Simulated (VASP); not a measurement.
A run of VASP 6.6.1 is set up as follows.

Contents of INCAR:

```
SYSTEM = Hf3Be
  PREC = Accurate
  ENCUT = 520
  EDIFF = 1E-7
  ISMEAR = 0
  SIGMA = 0.1
  LREAL = .False.
  LASPH = .True.
  NELM = 60
  ALGO = Fast
  ISIF = 2
  LWAVE = .False.
  LCHARG = .False.
  GGA = PE
  NBANDS = 24
```

The input KPOINTS:

```
Automatic mesh
0
Gamma
  5 5 7
  0 0 0
```

POSCAR

```
Hf3Be
1.0
   -2.0920000000      2.0920000000      4.3530460000
    2.0920000000     -2.0920000000      4.3530460000
    2.0920000000      2.0920000000     -4.3530460000
Hf Be
3 1
Direct
    0.4907120000      0.4988100000     -0.0066420000
    0.2588150000      0.7514500000      0.5169170000
    0.7550330000      0.2549710000      0.4987760000
    0.0042110000     -0.0085460000     -0.0048460000
```

Potentials or basis: VASP PAW PBE potentials, release 64 (Hf_pv, Be).

The run is started by

```console
$ cat potpaw_PBE.64/Hf_pv/POTCAR potpaw_PBE.64/Be/POTCAR > POTCAR
$ mpirun -np 1 vasp_std > vasp.out
```

(1) Estimate the band gap on the k mesh.

(2) What does it give for the pressure?

Answers

(1) zero (band 16 reaches 4.78 eV, above the bottom of band 17 at 4.49 eV).

(2) -0.1 GPa.

Caveat: spin-orbit coupling is left out, which moves the levels of the heavy elements.
